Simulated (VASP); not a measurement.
Set up this calculation in VASP 6.6.1, as the native input.

| Quantity | Value |
| --- | --- |
| Task | single point |
| Functional | LDA |
| Potentials or basis | VASP PAW LDA potentials, release 64 (Ru_pv) |
| Cutoff | 520 eV |
| k mesh | 9 × 9 × 6 |
| Occupations | gaussian, width 0.1 eV |
| Spin | no spin polarisation |
| Dipole correction | no |
| Further INCAR settings | ALGO = Fast; EDIFF = 1e-06; NBANDS = 21 |

The structure of Ru lies in POSCAR:

```
Ru
1.0
    2.6731301681      0.0000000000      0.0000000000
   -1.3365650841      2.3149986332      0.0000000000
    0.0000000000      0.0000000000      4.2286285716
Ru
2
Direct
    0.3333333333      0.6666666667      0.2500000000
    0.6666666667      0.3333333333      0.7500000000
```

The input as run:

INCAR

```
SYSTEM = Ru
ALGO = Fast ; EDIFF = 1E-6
ENCUT = 520 ; GGA = CA
ISIF = 2 ; ISMEAR = 0
LASPH = .True. ; LCHARG = .False.
LREAL = .False. ; LWAVE = .False.
NBANDS = 21 ; NELM = 60
PREC = Accurate ; SIGMA = 0.1
```

KPOINTS

```
k-points
0
Gamma
  9 9 6
  0 0 0
```

Potentials or basis: VASP PAW LDA potentials, release 64 (Ru_pv).

The run is started by

```bash
$ cat potpaw_LDA.64/Ru_pv/POTCAR > POTCAR
$ mpirun -np 1 vasp_std > vasp.out
```

Results of the run:

```
Pressure               : 0.9 GPa
Band gap on the k mesh : zero (band 14 reaches 14.95 eV, above the bottom of band 15 at 11.70 eV)
```

Run time: 12 s on 1 thread of Intel(R) Xeon(R) Platinum 8488C (Sapphire Rapids), on a shared host, peak memory 0.14 GiB.
